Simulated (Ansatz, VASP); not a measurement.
## One calculation of MgCd2S3, two programs

The input INCAR:

```
SYSTEM = MgCd2S3
  PREC = Accurate
  ENCUT = 600
  EDIFF = 1E-6
  ISMEAR = 0
  SIGMA = 0.1
  LREAL = .False.
  LASPH = .True.
  NELM = 60
  ALGO = Normal
  ISIF = 3
  LWAVE = .False.
  LCHARG = .False.
  GGA = PE
  IBRION = 2
  NSW = 90
  EDIFFG = -0.04
```

KPOINTS

```
regular mesh
0
Gamma
  4 4 2
  0 0 0
```

POSCAR

```
MgCd2S3
1.0
    3.9653953200      0.0000000000      0.0000000000
    0.0000000000      3.9653953200      0.0000000000
    0.0000000000      0.0000000000      8.7361381800
Mg Cd S
1 2 3
Direct
    0.0000000000      0.0000000000      0.0000000000
    0.0000000000      0.5000000000      0.7315000300
    0.5000000000      0.0000000000      0.2684999700
    0.0000000000      0.5000000000      0.3835000100
    0.5000000000      0.0000000000      0.6164999900
    0.5000000000      0.5000000000      0.0000000000
```

Input for Ansatz:

```yaml
crystal:
  lattice:
    - [3.96539532, 0.0, 0.0]
    - [0.0, 3.96539532, 0.0]
    - [0.0, 0.0, 8.73613818]
  atoms:
    - { symbol: Mg, position: [0.0, 0.0, 0.0] }
    - { symbol: Cd, position: [0.0, 0.5, 0.73150003] }
    - { symbol: Cd, position: [0.5, 0.0, 0.26849997] }
    - { symbol: S, position: [0.0, 0.5, 0.38350001] }
    - { symbol: S, position: [0.5, 0.0, 0.61649999] }
    - { symbol: S, position: [0.5, 0.5, 0.0] }
basis:
  ecutwfc: 420
kpoints:
  mp_grid: { grid: [4, 4, 2] }
hamiltonian:
  xc: pbe
scf:
  occupations: { method: gaussian, width: 0.1 }
  lower_state_search: "off"
output:
  forces: true
  stress: true
  eigenvalues: true
relax:
  adjacent_minimum: "off"
  f_tol: 0.04
  max_steps: 70
  cell: { stress_tol: 0.4 }
```

Change from the starting cell: species swapped into the Ti2CuSb3 type (P-4m2, No. 115).

Alike in both runs: task relaxation of cell and atoms; functional PBE; k mesh 4 × 4 × 2; occupations gaussian, width 0.1 eV; no spin polarisation.

```csv
,VASP,Ansatz
version,VASP 6.6.1,Ansatz 0.2.0
potentials or method,"VASP PAW PBE potentials, release 64 (Mg, Cd, S), cutoff 600 eV","scalar-relativistic, plane waves, PAW"
valence electrons in the cell,44,68
```

VASP gave:

| Quantity | Value |
| --- | --- |
| gap on the k mesh at the Fermi level, each at its own relaxed structure (eV) | 0.62 |
| relaxed volume (Å³/atom) | 24.90 |
| relaxed length of the cell vector where the two differ most in proportion (Å) | 10.940 |

Estimate Ansatz's values.

gap on the k mesh at the Fermi level, each at its own relaxed structure (eV): 0.64; relaxed volume (Å³/atom): 25.07; relaxed length of the cell vector where the two differ most in proportion (Å): 11.048.

VASP's potentials hold 44 valence electrons a cell and Ansatz's 68, so a difference there can come from the potentials and not from the codes.
